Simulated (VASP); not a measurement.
Crystal: F.

```xyz
1
Lattice="0.0000 1.8663 1.8663 1.8663 0.0000 1.8663 1.8663 1.8663 0.0000" Properties=species:S:1:pos:R:3 pbc="T T T"
F     0.0000    0.0000    0.0000
```

| Property | Result |
| --- | --- |
| Program | VASP 6.6.1 |
| Task | relaxation of cell and atoms |
| Functional | PBE |
| Potentials or basis | VASP PAW PBE potentials, release 64 (F) |
| Cutoff | 600 eV |
| k mesh | 18 × 18 × 18 |
| Occupations | fermi-dirac, width 0.08 eV |
| Spin | no spin polarisation |

At the start: pressure -6.2 GPa; volume 13.00 Å³/atom.

Task: How do energy, volume and symmetry change on relaxing?

Result: Over 7 steps the energy falls by 78.9 meV/atom and the volume is 10.04 Å³/atom (-22.7 %); space group Fm-3m (No. 225, to 0.05 Å).

Step by step:
| step | energy change (eV) | largest force (eV/Å) | pressure (GPa) | volume (Å³) |
| --- | --- | --- | --- | --- |
| 1 | 0.0000 | 0.0000 | -6.24 | 13.00 |
| 2 | -0.0347 | 0.0000 | -5.62 | 12.07 |
| 3 | -0.0742 | 0.0000 | 3.19 | 9.55 |
| 4 | -0.0781 | 0.0000 | -1.19 | 10.29 |
| 5 | -0.0789 | 0.0000 | -0.10 | 10.07 |
| 6 | -0.0789 | 0.0000 | 0.18 | 10.02 |
| 7 | -0.0789 | 0.0000 | 0.05 | 10.04 |

Final structure:
```
F
1.0
     0.00000    1.71252    1.71252
     1.71252    0.00000    1.71252
     1.71252    1.71252    0.00000
F
1
Direct
  0.00000 0.00000 0.00000
```

Caveat: the volume moved by over 15 % at a fixed basis, so the end points are rough; an odd number of electrons without spin polarisation forces a metal; a magnetic or distorted state may lie lower.
